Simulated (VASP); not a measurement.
Input of a VASP 6.6.1 run:

File INCAR:

```
SYSTEM = GaAs
ALGO = Normal
EDIFF = 1E-6
ENCUT = 520
GGA = PE
ISIF = 2
ISMEAR = -1
LASPH = .TRUE.
LCHARG = .FALSE.
LREAL = .FALSE.
LWAVE = .FALSE.
NBANDS = 16
NELM = 60
PREC = Accurate
SIGMA = 0.02
```

The input KPOINTS:

```
k-points
0
G
  8 8 8
  0 0 0
```

POSCAR

```
GaAs
1.0
    0.0000000000      2.8718185932      2.8718185932
    2.8718185932      0.0000000000      2.8718185932
    2.8718185932      2.8718185932      0.0000000000
Ga As
1 1
Direct
    0.0000000000      0.0000000000      0.0000000000
    0.2500000000      0.2500000000      0.2500000000
```

Potentials or basis: VASP PAW PBE potentials, release 64 (Ga_d, As).

The run is started by

```sh
$ cat potpaw_PBE.64/Ga_d/POTCAR potpaw_PBE.64/As/POTCAR > POTCAR
$ mpirun -np 1 vasp_std > vasp.out
```

What does it give for the pressure?

0.2 GPa.

Estimate the band gap on the k mesh.

0.17 eV, direct.
